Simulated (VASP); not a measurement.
## Ag: single point with PBE

Crystal: Ag.

```
Ag
1.0
     0.00000    2.01245    2.04310
     2.01245    0.00000    2.04310
     2.01245    2.01245    0.00000
Ag
1
Direct
  0.00000 0.00000 0.00000
```

This cell differs from its parent crystal: strain -0.015 along x and y, +0.000 along z.

* Program: VASP 6.6.1
* Task: single point
* Functional: PBE
* Potentials or basis: VASP PAW PBE potentials, release 64 (Ag)
* Cutoff: 520 eV
* k mesh: 10 × 10 × 10
* Occupations: gaussian, width 0.15 eV
* Spin: no spin polarisation

```
Pressure : 8.7 GPa
```

Stress tensor (GPa, compression positive):
```
8.86 0.00 0.00
0.00 8.86 0.00
0.00 0.00 8.30
```

Levels at points of the mesh, in eV from the Fermi level:
```tsv
k point	band 4	band 5	band 6	band 7	band 8	band 9
(0.00, 0.00, 0.00)	-4.82	-3.82	-3.72	16.15	19.75	19.97
(0.50, 0.00, 0.00)	-2.95	-2.91	-0.42	3.83	15.36	18.08
(0.50, 0.50, 0.00)	-2.72	-2.72	1.46	6.79	11.06	11.06
(0.50, 0.00, 0.50)	-2.74	-2.67	1.72	7.17	10.77	10.80
```

It took 29 s on 1 thread of Intel Xeon 8259CL (shared host), peak memory 0.15 GiB.

Caveat: the cell differs from its parent crystal (strain -0.015 along x and y, +0.000 along z).
